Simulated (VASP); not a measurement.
A run of VASP 6.6.1 is set up as follows.

The input INCAR:

```
ALGO = Normal ; EDIFF = 1E-7
ENCUT = 520 ; GGA = PS
ISIF = 2 ; ISMEAR = 0
LASPH = True ; LCHARG = False
LREAL = False ; LWAVE = False
NBANDS = 15 ; NELM = 60
PREC = Accurate ; SIGMA = 0.05
```

KPOINTS

```
k-points
0
Gamma
  6 6 6
```

POSCAR

```
RbBr
1.0
    4.1788423624      0.0000000000      0.0000000000
    0.0000000000      4.1788423624      0.0000000000
    0.0000000000      0.0000000000      4.0701688540
Rb Br
1 1
Direct
   -0.0992287032      0.0000000000      0.0000000000
    0.6061381027      0.5000000000      0.5000000000
```

Potentials or basis: VASP PAW PBE potentials, release 64 (Rb_sv, Br).

The run is started by

```bash
$ cat potpaw_PBE.64/Rb_sv/POTCAR potpaw_PBE.64/Br/POTCAR > POTCAR
$ mpirun -np 1 vasp_std > vasp.out
```

Q: What does it give for the band gap on the k mesh?

A: 3.95 eV, indirect (least direct gap 4.04 eV).

Q: What does it give for the pressure?

A: 2.5 GPa.

Q: Predict the largest force.

A: 0.621 eV/Å.

Stress tensor (GPa, compression positive):
```
1.04 0.00 0.00
0.00 3.04 0.00
0.00 0.00 3.57
```

Caveat: the PAW data sets were made with another functional, which shifts forces and pressure a little. A k mesh can miss the band edges.
